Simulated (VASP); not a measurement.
Rh, 2 atoms in the cell. The structure is hexagonal, space group P6_3/mmc (No. 194). Conventional cell: a = 2.731 Å, b = 2.731 Å, c = 4.428 Å, α = 90.00°, β = 90.00°, γ = 120.00°. Within 3.6 Å of Rh (site symmetry -6m2) lie 12 Rh at 2.72 to 2.73 Å. 

* Program: VASP 6.6.1
* Task: single point
* Functional: LDA
* Potentials or basis: VASP PAW LDA potentials, release 64 (Rh_pv)
* Cutoff: 500 eV
* k mesh: 6 × 6 × 4
* Occupations: gaussian, width 0.1 eV
* Spin: no spin polarisation
* Dipole correction: no
* Further INCAR settings: ALGO = Normal; EDIFF = 1e-06; NBANDS = 22

Potentials or basis: VASP PAW LDA potentials, release 64 (Rh_pv).

The run is started by

```bash
$ cat potpaw_LDA.64/Rh_pv/POTCAR > POTCAR
$ mpirun -np 1 vasp_std > vasp.out
```

Hardware: 1 thread of Intel Xeon 8259CL, on a shared host.

Q: Estimate the wall time of this run.

A: Wall time 14 s on 1 thread of Intel Xeon 8259CL, with other jobs on the host, peak memory 0.13 GiB. Counts: scf iterations 11, k points 21.
